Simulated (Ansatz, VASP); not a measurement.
# Two plane-wave programs on BiTe

INCAR

```
SYSTEM = BiTe
  ALGO = Normal
  EDIFF = 1E-8
  ENCUT = 520
  GGA = PE
  GGA_COMPAT = .FALSE.
  ISIF = 2
  ISMEAR = -1
  LASPH = .TRUE.
  LCHARG = .FALSE.
  LEFG = .TRUE.
  LORBIT = 11
  LORBMOM = .TRUE.
  LREAL = .FALSE.
  LSORBIT = .TRUE.
  LWAVE = .FALSE.
  MAGMOM = 0 0 0 0 0 0
  NBANDS = 33
  NELM = 150
  PREC = Accurate
  SIGMA = 0.08
```

File KPOINTS:

```
k-points
0
G
  10 10 10
  0 0 0
```

The input POSCAR:

```
BiTe
1.0
    0.0000000000      3.2350000000      3.2350000000
    3.2350000000      0.0000000000      3.2350000000
    3.2350000000      3.2350000000      0.0000000000
Bi Te
1 1
Direct
    0.0000000000      0.0000000000      0.0000000000
    0.5000000000      0.5000000000      0.5000000000
```

Input for Ansatz:

```yaml
crystal:
  lattice:
    - [0.0, 3.235, 3.235]
    - [3.235, 0.0, 3.235]
    - [3.235, 3.235, 0.0]
  atoms:
    - { symbol: Bi, position: [0.0, 0.0, 0.0] }
    - { symbol: Te, position: [0.5, 0.5, 0.5] }
kpoints:
  mp_grid: { grid: [10, 10, 10] }
  band_path:
    path:
      - [0.0, 0.0, 0.0]
      - [0.5, 0.0, 0.5]
      - [0.625, 0.25, 0.625]
      - [0.375, 0.375, 0.75]
      - [0.0, 0.0, 0.0]
      - [0.5, 0.5, 0.5]
      - [0.5, 0.25, 0.75]
      - [0.5, 0.0, 0.5]
    npoints: 5
scf:
  occupations: { method: fermi_dirac, width: 0.08 }
hamiltonian:
  xc: pbe
  pseudopotentials: { kind: paw_fr }
output:
  forces: true
  stress: true
  eigenvalues: true
  efg: { contact_densities: true }
magnetization:
  noncollinear: true
  spin_orbit: true
```

Alike in both runs: task electric field gradients; functional PBE; k mesh 10 × 10 × 10; occupations fermi-dirac, width 0.08 eV; non-collinear spin, spin-orbit coupling.

|  | VASP | Ansatz |
| --- | --- | --- |
| version | VASP 6.6.1 | Ansatz 0.2.0 |
| potentials or method | VASP PAW PBE potentials, release 64 (Bi_d, Te) | PAW with Ansatz's default frozen-core files, fully relativistic files with spin-orbit coupling |
| plane-wave cutoff (eV) | 520 | 420 |
| valence electrons in the cell | 21 | 31 |

Ansatz gave:

```
pressure (GPa)           : 2.1
net moment per atom (μB) : 0.00
```

Task: Which values does VASP return?

Result: Pressure (GPa): 1.9; net moment per atom (μB): 0.00.

VASP's potentials hold 21 valence electrons a cell and Ansatz's 31, so a difference there can come from the potentials and not from the codes.
